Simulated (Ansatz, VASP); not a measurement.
**One calculation of AlGa3N4, two programs**

INCAR

```
SYSTEM = AlGa3N4
ALGO = Normal
EDIFF = 1E-6
ENCUT = 520
GGA = PS
ISIF = 2
ISMEAR = 0
LASPH = .TRUE.
LCHARG = .TRUE.
LELF = .TRUE.
LREAL = .FALSE.
LVHAR = .TRUE.
LWAVE = .FALSE.
NBANDS = 41
NELM = 60
PREC = Accurate
SIGMA = 0.05
```

Contents of KPOINTS:

```
k-points
0
G
  6 6 6
  0 0 0
```

The input POSCAR:

```
AlGa3N4
1.0
    4.6910093379      0.0000000000      0.0000000000
    0.0000000000      4.6910093379      0.0000000000
    0.0000000000      0.0000000000      4.4676279409
Al Ga N
1 3 4
Direct
    0.0000000000      0.0000000000      0.0000000000
    0.5000000000      0.5000000000      0.0000000000
    0.5000000000      0.0000000000      0.5000000000
    0.0000000000      0.5000000000      0.5000000000
    0.7550309200      0.7550309200      0.2449690800
    0.7550309200      0.2449690800      0.7550309200
    0.2449690800      0.7550309200      0.7550309200
    0.2449690800      0.2449690800      0.2449690800
```

Input for Ansatz:

```yaml
crystal:
  lattice:
    - [4.6910093379, 0.0, 0.0]
    - [0.0, 4.6910093379, 0.0]
    - [0.0, 0.0, 4.4676279409]
  atoms:
    - { symbol: Al, position: [0.0, 0.0, 0.0] }
    - { symbol: Ga, position: [0.5, 0.5, 0.0] }
    - { symbol: Ga, position: [0.5, 0.0, 0.5] }
    - { symbol: Ga, position: [0.0, 0.5, 0.5] }
    - { symbol: "N", position: [0.75503092, 0.75503092, 0.24496908] }
    - { symbol: "N", position: [0.75503092, 0.24496908, 0.75503092] }
    - { symbol: "N", position: [0.24496908, 0.75503092, 0.75503092] }
    - { symbol: "N", position: [0.24496908, 0.24496908, 0.24496908] }
basis:
  ecutwfc: 420
kpoints:
  mp_grid: { grid: [6, 6, 6] }
hamiltonian:
  xc: pbesol
scf:
  occupations: { method: gaussian, width: 0.05 }
output:
  forces: true
  stress: true
  eigenvalues: true
```

Change from the starting cell: strain +0.050 along x and y, +0.000 along z, atoms carried along.

Alike in both runs: task single point; functional PBEsol; k mesh 6 × 6 × 6; occupations gaussian, width 0.05 eV; no spin polarisation.

|  | VASP | Ansatz |
| --- | --- | --- |
| version | VASP 6.6.1 | Ansatz 0.2.0 |
| potentials or method | VASP PAW PBE potentials, release 64 (Al, Ga_d, N), cutoff 520 eV | scalar-relativistic, plane waves, PAW |
| valence electrons in the cell | 62 | 62 |

|  | VASP | Ansatz | Ansatz less VASP |
| --- | --- | --- | --- |
| gap on the k mesh at the Fermi level (eV) | 1.51 | 1.49 | -0.013 |
| least direct gap on the mesh (eV) | 1.51 | 1.49 | -0.013 |
| pressure (GPa) | -15.4 | -15.3 | +0.08 |
| traceless stress, the component that is largest in VASP (GPa) | 3.84 | 3.83 | -0.013 |
| rms of the force components (eV/Å) | 0.016 | 0.016 | +0.0002 |

VASP's potentials were made for PBE, not for PBEsol. Atom by atom the forces differ by 0.001 eV/Å (rms over components).
